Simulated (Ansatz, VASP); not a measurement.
Cs in VASP and in Ansatz

INCAR

```
SYSTEM = Cs
  PREC = Accurate
  ENCUT = 600
  EDIFF = 1E-6
  ISMEAR = 0
  SIGMA = 0.1
  LREAL = .False.
  LASPH = .True.
  NELM = 100
  ALGO = Fast
  ISIF = 3
  LWAVE = .False.
  LCHARG = .False.
  GGA = PS
  IBRION = 2
  NSW = 100
  EDIFFG = -0.01
```

Contents of KPOINTS:

```
regular mesh
0
Gamma
  12 12 6
  0 0 0
```

Contents of POSCAR:

```
Cs
1.0
    5.3683973016      0.0000000000      0.0000000000
   -2.6841986508      4.6491684408      0.0000000000
    0.0000000000      0.0000000000      8.7733990654
Cs
2
Direct
    0.3333333333      0.6666666667      0.2500000000
    0.6666666667      0.3333333333      0.7500000000
```

Input for Ansatz:

```yaml
crystal:
  lattice:
    - [5.3683973016, 0.0, 0.0]
    - [-2.6841986508, 4.6491684408, 0.0]
    - [0.0, 0.0, 8.7733990654]
  atoms:
    - { symbol: Cs, position: [0.3333333333, 0.6666666667, 0.25] }
    - { symbol: Cs, position: [0.6666666667, 0.3333333333, 0.75] }
basis:
  ecutwfc: 420
kpoints:
  mp_grid: { grid: [12, 12, 6] }
hamiltonian:
  xc: pbesol
scf:
  occupations: { method: gaussian, width: 0.1 }
output:
  forces: true
  stress: true
  eigenvalues: true
relax:
  adjacent_minimum: "off"
  f_tol: 0.01
  max_steps: 80
  cell: { stress_tol: 0.05 }
```

Alike in both runs: task relaxation of cell and atoms; functional PBEsol; k mesh 12 × 12 × 6; occupations gaussian, width 0.1 eV; no spin polarisation.

|  | VASP | Ansatz |
| --- | --- | --- |
| version | VASP 6.6.1 | Ansatz 0.2.0 |
| potentials or method | VASP PAW PBE potentials, release 64 (Cs_sv), cutoff 600 eV | scalar-relativistic, plane waves, PAW |
| valence electrons in the cell | 18 | 18 |

Ansatz gave:

- gap on the k mesh at the Fermi level, each at its own relaxed structure (eV): none
- relaxed volume (Å³/atom): 109.49
- relaxed cell length with the largest relative difference (Å): 8.773

Q: Which values does VASP return?

A: gap on the k mesh at the Fermi level, each at its own relaxed structure (eV): none; relaxed volume (Å³/atom): 108.84; relaxed cell length with the largest relative difference (Å): 8.718.

VASP's potentials were made for PBE, not for PBEsol. A gap of «none» marks a metal or a gap that the smearing closes.

Spin-orbit coupling is off throughout.
